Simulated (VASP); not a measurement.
# WSe2 (P6_3/mmc) in VASP: a series of runs, part 3 of 4

VASP 6.6.1.

### Step 5. Single point, PBEsol

This run uses another cell than the first one, of 20.42 Å³/atom.

INCAR reads:

```
SYSTEM = WSe2
PREC     = Accurate       ! precision mode
ENCUT    = 520            ! plane-wave cutoff, eV
EDIFF    = 1E-6           ! SCF threshold, eV
ISMEAR   = 0              ! smearing method
SIGMA    = 0.02           ! smearing width, eV
LREAL    = .FALSE.        ! projectors in reciprocal space
LASPH    = .TRUE.         ! aspherical terms in the spheres
NELM     = 100            ! most SCF steps
ALGO     = Normal         ! electronic algorithm
ISIF     = 2              ! what is computed and relaxed
LWAVE    = .FALSE.        ! write WAVECAR
LCHARG   = .TRUE.         ! write CHGCAR
GGA      = PS             ! functional
LELF     = .TRUE.         ! ELF
LVHAR    = .TRUE.       
NBANDS   = 35             ! bands
```

KPOINTS reads:

```
Automatic mesh
0
G
  12 12 2
  0 0 0
```

POSCAR reads:

```
WSe2
1.0
    3.2711503897      0.0000000000      0.0000000000
   -1.6355751948      2.8328993371      0.0000000000
    0.0000000000      0.0000000000     13.2206689288
W Se
2 4
Direct
    0.3333333333      0.6666666667      0.2500000000
    0.6666666667      0.3333333333      0.7500000000
    0.3333333333      0.6666666667      0.6233861805
    0.6666666667      0.3333333333      0.1233861805
    0.3333333333      0.6666666667      0.8766138195
    0.6666666667      0.3333333333      0.3766138195
```

Potentials or basis: VASP PAW PBE potentials, release 64 (W_sv, Se).

Run with:

```
$ cat potpaw_PBE.64/W_sv/POTCAR potpaw_PBE.64/Se/POTCAR > POTCAR
$ mpirun -np 1 vasp_std > vasp.out
```

OUTCAR:

```text
SYSTEM = WSe2
   PREC = Accurate
   ENCUT = 520
   EDIFF = 1E-6
   ISMEAR = 0
   LREAL = .FALSE.
   LASPH = .TRUE.
   NELM = 100
   ISIF = 2
   GGA = PS

 ion  position               nearest neighbor table
   1  0.333  0.667  0.250-   4 2.52   6 2.52   4 2.52   6 2.52   4 2.52   6 2.52
   2  0.667  0.333  0.750-   3 2.52   5 2.52   3 2.52   5 2.52   3 2.52   5 2.52
   3  0.333  0.667  0.623-   2 2.52   2 2.52   2 2.52
   4  0.667  0.333  0.123-   1 2.52   1 2.52   1 2.52
   5  0.333  0.667  0.877-   2 2.52   2 2.52   2 2.52
   6  0.667  0.333  0.377-   1 2.52   1 2.52   1 2.52

  LATTYP: Found a hexagonal cell.
 ALAT       =     3.2711503897
 C/A-ratio  =     4.0415961829

  Lattice vectors:

 A1 = (   3.2711503897,   0.0000000000,   0.0000000000)
 A2 = (  -1.6355751948,   2.8328993371,   0.0000000000)
 A3 = (   0.0000000000,   0.0000000000,  13.2206689288)

Analysis of symmetry for initial positions (statically):
=====================================================================
 Subroutine PRICEL returns:
 Original cell was already a primitive cell.

 Routine SETGRP: Setting up the symmetry group for a
 hexagonal supercell.

 Subroutine GETGRP returns: Found 24 space group operations
 (whereof 12 operations were pure point group operations)
 out of a pool of 24 trial point group operations.

The static configuration has the point symmetry D_3d.
 The point group associated with its full space group is D_6h.

Analysis of symmetry for dynamics (positions and initial velocities):
=====================================================================
 Subroutine PRICEL returns:
 Original cell was already a primitive cell.

 Routine SETGRP: Setting up the symmetry group for a
 hexagonal supercell.

 Subroutine GETGRP returns: Found 24 space group operations
 (whereof 12 operations were pure point group operations)
 out of a pool of 24 trial point group operations.

The dynamic configuration has the point symmetry D_3d.
 The point group associated with its full space group is D_6h.

 Subroutine INISYM returns: Found 24 space group operations
 (whereof 12 operations are pure point group operations),
 and found     1 'primitive' translations

----------------------------------------------------------------------------------------

                                     Primitive cell

  volume of cell :     122.5138

  direct lattice vectors                    reciprocal lattice vectors
     3.271150390  0.000000000  0.000000000     0.305702851  0.176497623  0.000000000
    -1.635575195  2.832899337  0.000000000     0.000000000  0.352995247  0.000000000
     0.000000000  0.000000000 13.220668929     0.000000000  0.000000000  0.075639138

  length of vectors
     3.271150390  3.271150390 13.220668929     0.352995247  0.352995247  0.075639138

  position of ions in fractional coordinates (direct lattice)
     0.333333333  0.666666667  0.250000000
     0.666666667  0.333333333  0.750000000
     0.333333333  0.666666667  0.623386180
     0.666666667  0.333333333  0.123386180
     0.333333333  0.666666667  0.876613820
     0.666666667  0.333333333  0.376613820

  ion indices of the primitive-cell ions
   primitive index   ion index
                 1           1
                 2           2
                 3           3
                 4           4
[... 22 lines left out ...]
     0.000000000  0.000000000  0.000000000

 Subroutine IBZKPT returns following result:
 ===========================================

 Found     38 irreducible k-points:

 Following reciprocal coordinates:
            Coordinates               Weight
  0.000000  0.000000  0.000000      1.000000
  0.083333 -0.000000  0.000000      6.000000
  0.166667 -0.000000  0.000000      6.000000
  0.250000 -0.000000  0.000000      6.000000
  0.333333  0.000000  0.000000      6.000000
  0.416667 -0.000000  0.000000      6.000000
[... 16 lines left out ...]
  0.250000 -0.000000  0.500000      6.000000
  0.333333  0.000000  0.500000      6.000000
 [... further k-points ...]
   k-points           NKPTS =     38   k-points in BZ     NKDIM =     38   number of bands    NBANDS=     35
   number of dos      NEDOS =    301   number of ions     NIONS =      6
   total plane-waves  NPLWV =  56448
   dimension x,y,z NGX =    24 NGY =   24 NGZ =   98
   dimension x,y,z NGXF=    48 NGYF=   48 NGZF=  196
   ions per type =               2   4
   NGX,Y,Z   is equivalent  to a cutoff of  12.20, 12.20, 12.32 a.u.
   NGXF,Y,Z  is equivalent  to a cutoff of  24.39, 24.39, 24.65 a.u.
 SYSTEM =  WSe2
   PREC   = accura    normal or accurate (medium, high low for compatibility)
   ISTART =      0    job   : 0-new  1-cont  2-samecut
   ICHARG =      2    charge: 1-file 2-atom 10-const
   ISPIN  =      1    spin polarized calculation?
   LNONCOLLINEAR =      F non collinear calculations
   LSORBIT =      F    spin-orbit coupling
   LASPH  =      T    aspherical Exc in radial PAW
   ENCUT  =  520.0 eV  38.22 Ry    6.18 a.u.   6.08  6.08 24.58*2*pi/ulx,y,z
   NELM   =    100;   NELMIN=  2; NELMDL= -5     # of ELM steps
   EDIFF  = 0.1E-05   stopping-criterion for ELM
   LREAL  =      F    real-space projection
[... 7 lines left out ...]
   TEBEG  =    0.0;   TEEND  =   0.0 temperature during run
   PSTRESS=    0.0 pullay stress
   NELECT =      52.0000    total number of electrons
   NUPDOWN=      -1.0000    fix difference up-down
   EMIN   =  10.00;   EMAX   =-10.00  energy-range for DOS
   EFERMI =   0.00;   METHOD = LEGACY
   ISMEAR =     0;   SIGMA  =   0.02  broadening in eV -4-tet -1-fermi 0-gaus
   EFERMI_NEDOS =   21; number of points for ismear=-14 and -15
   IALGO  =     38    algorithm
   IMIX   =      4    mixing-type and parameters
     AMIX     =   0.40;   BMIX     =  1.00
     AMIX_MAG =   1.60;   BMIX_MAG =  1.00
  volume/ion in A,a.u.               =      20.42       137.79
  Fermi-wavevector in a.u.,A,eV,Ry     =   1.230309  2.324947 20.594603  1.513661
  Thomas-Fermi vector in A             =   2.365163
   LORBIT       =      0    0 simple, 1 ext, 2 COOP (PROOUT), +10 PAW based schemes
   GGA     = PS    functional components
   LHFCALC =     F    Hartree Fock is set to
   AEXX    =    0.0000 exact exchange contribution
   IVDW    =     0    specifies the selected vdW correction
   LEPSILON=     F    determine dielectric tensor
   LRPA    =     F    only Hartree local field effects (RPA)
 non-spin polarized calculation
 Gauss-broadening in eV      SIGMA  =   0.02
  energy-cutoff  :      520.00
  volume of cell :      122.51
 maximum number of plane-waves:      3354
   NGX = 13   NGY = 13   NGZ = 49

 number of electron      51.9999993 magnetization

 Free energy of the ion-electron system (eV)
  ---------------------------------------------------
  ext. energy  EPLUGINS =         0.00000000
  ---------------------------------------------------
  free energy    TOTEN  =       -46.55058045 eV

  energy without entropy =      -46.55058045  energy(sigma->0) =      -46.55058045

 E-fermi :   6.0980     XC(G=0): -10.8344

 val. band max:        5.9520061322   @ k =   0.0000   0.0000   0.0000
 cond. band min:       6.9894548405   @ k =   0.1667   0.1667   0.0000
 fundamental gap:      1.0374487083
 Fermi energy:         6.0980321558

 k-point     1 :       0.0000    0.0000    0.0000
  band No.  band energies     occupation
      1     -68.2205      2.00000
      2     -68.2204      2.00000
      3     -32.4856      2.00000
      4     -32.4856      2.00000
      5     -32.3362      2.00000
      6     -32.3362      2.00000
[... 901 lines left out ...]
     34      10.0518      0.00000
     35      11.6420      0.00000

 [... further k-points ...]

------------------------ aborting loop because EDIFF is reached ----------------------------------------

  FORCE on cell =-STRESS in cart. coord.  units (eV):
  Direction    XX          YY          ZZ          XY          YZ          ZX
  --------------------------------------------------------------------------------------
  -------------------------------------------------------------------------------------
  Total        0.2910371      0.2910371      0.4285365      0.0000000      0.0000000      0.0000000
  in kB        3.8060442      3.8060442      5.6041954      0.0000000      0.0000000      0.0000000
  external PRESSURE =       4.4054279 kB  Pullay stress =       0.0000000 kB

 VOLUME and BASIS-vectors are now :
 -----------------------------------------------------------------------------
  energy-cutoff  :      520.00
  volume of cell :      122.51
      direct lattice vectors                 reciprocal lattice vectors
     3.271150390  0.000000000  0.000000000     0.305702851  0.176497623  0.000000000
    -1.635575195  2.832899337  0.000000000     0.000000000  0.352995247  0.000000000
     0.000000000  0.000000000 13.220668929     0.000000000  0.000000000  0.075639138

 POSITION                                       TOTAL-FORCE (eV/Angst)
 -----------------------------------------------------------------------------------
     -0.00000      1.88860      3.30517         0.000000     -0.000000      0.000000
      1.63558      0.94430      9.91550        -0.000000      0.000000      0.000000
     -0.00000      1.88860      8.24158         0.000000     -0.000000     -0.065378
      1.63558      0.94430      1.63125        -0.000000      0.000000     -0.065378
     -0.00000      1.88860     11.58942         0.000000     -0.000000      0.065378
      1.63558      0.94430      4.97909        -0.000000      0.000000      0.065378
 -----------------------------------------------------------------------------------
    total drift:                               -0.000000      0.000000     -0.000000

  FREE ENERGIE OF THE ION-ELECTRON SYSTEM (eV)
  ---------------------------------------------------
  free  energy   TOTEN  =       -46.5505804487 eV

  energy  without entropy=      -46.5505804487  energy(sigma->0) =      -46.55058045
```

Run time: 1.8 min. Hardware: 1 thread of AMD EPYC 9R45 (Zen 5), shared host; peak memory 0.27 GiB.

Results:

| Item | Value |
| --- | --- |
| Free energy | -46.5506 eV |
| Pressure | 0.4 GPa |
| Largest force | 0.065 eV/Å |
| Band gap on the k mesh | 1.04 eV (least direct gap 1.59 eV) |

Forces on the atoms (eV/Å):
```
W    0.000  0.000  0.000
W    0.000  0.000  0.000
Se   0.000  0.000 -0.065
Se   0.000  0.000 -0.065
Se   0.000  0.000  0.065
Se   0.000  0.000  0.065
```

Caveat: the PAW data sets were made with another functional, which shifts forces and pressure a little; spin-orbit coupling is left out, which moves the levels of the heavy elements; this functional lacks dispersion, which binds the layers, so the pressure and a relaxed spacing across them are unreliable.

### Step 6. Single point, PBEsol

This run uses another cell than the first one, of 20.42 Å³/atom.

INCAR reads:

```
PREC = Accurate
ENCUT = 520
EDIFF = 1E-6
ISMEAR = 0
SIGMA = 0.05
LREAL = F
LASPH = T
NELM = 100
ALGO = Normal
ISIF = 2
LWAVE = F
LCHARG = T
GGA = PS
LELF = T
LVHAR = T
NBANDS = 35
```

KPOINTS reads:

```
Automatic mesh
0
Gamma
  12 12 2
```

POSCAR is that of step 5.

Potentials or basis: VASP PAW PBE potentials, release 64 (W_sv, Se).

Run with:

```
$ cat potpaw_PBE.64/W_sv/POTCAR potpaw_PBE.64/Se/POTCAR > POTCAR
$ mpirun -np 1 vasp_std > vasp.out
```

Wall time 1.8 min (1 thread of AMD EPYC 9R45 (Zen 5), shared host); peak memory 0.27 GiB.

The run converged. Its results:

```
Free energy            : -46.5506 eV
Pressure               : 0.4 GPa
Largest force          : 0.065 eV/Å
Band gap on the k mesh : 1.04 eV (least direct gap 1.59 eV)
```

Forces on the atoms (eV/Å):
```
W    0.000  0.000  0.000
W    0.000  0.000  0.000
Se   0.000  0.000 -0.065
Se   0.000  0.000 -0.065
Se   0.000  0.000  0.065
Se   0.000  0.000  0.065
```

Stress tensor (GPa, compression positive):
```
0.38 0.00 0.00
0.00 0.38 0.00
0.00 0.00 0.56
```

Levels at points of the mesh, in eV from the valence-band top:
| k point | band 24 | band 25 | band 26 | band 27 | band 28 | band 29 |
| --- | --- | --- | --- | --- | --- | --- |
| (0.00, 0.00, 0.00) | -1.19 | -1.09 | 0.00 | 2.80 | 2.80 | 2.84 |
| (0.50, 0.00, 0.00) | -1.23 | -1.19 | -0.99 | 2.28 | 2.31 | 2.42 |
| (0.00, 0.00, 0.50) | -1.41 | -0.24 | -0.24 | 2.81 | 2.81 | 2.81 |
| (0.50, 0.00, 0.50) | -1.28 | -1.09 | -1.09 | 2.29 | 2.29 | 2.63 |

Caveat: the PAW data sets were made with another functional, which shifts forces and pressure a little; spin-orbit coupling is left out, which moves the levels of the heavy elements; this functional lacks dispersion, which binds the layers, so the pressure and a relaxed spacing across them are unreliable.

(Continued in part 4 of 4.)
